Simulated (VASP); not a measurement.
**Yb: single point with LDA**

The system is Yb.

```xyz
1
Lattice="3.2105 0.0000 0.0000 0.0000 3.2105 0.0000 0.0000 0.0000 3.2105" Properties=species:S:1:pos:R:3 pbc="T T T"
Yb    0.0000    0.0000    0.0000
```

This isn't the form of Yb at room conditions, which is fcc.

- Program: VASP 6.6.1
- Task: single point
- Functional: LDA
- Potentials or basis: VASP PAW PBE potentials, release 64 (Yb)
- Cutoff: 520 eV
- k mesh: 11 × 11 × 11
- Occupations: fermi-dirac, width 0.1 eV
- Spin: no spin polarisation

- Pressure: -2.3 GPa
- Band gap on the k mesh: zero (bands 12 and 13 overlap by 0.24 eV)

Levels at points of the mesh, in eV from the Fermi level:
| k point | band 10 | band 11 | band 12 | band 13 | band 14 | band 15 |
| --- | --- | --- | --- | --- | --- | --- |
| (0.00, 0.00, 0.00) | -0.55 | -0.55 | -0.46 | 0.34 | 0.34 | 7.27 |

It took 25 s on 1 thread of Intel(R) Xeon(R) Platinum 8488C (Sapphire Rapids) (shared host), peak memory 0.16 GiB.

Caveat: the PAW data sets were made with another functional, which shifts forces and pressure a little; spin-orbit coupling is left out, which moves the levels of the heavy elements. Spin polarisation is off, so any magnetic state and its effect on volume and gap are missing.
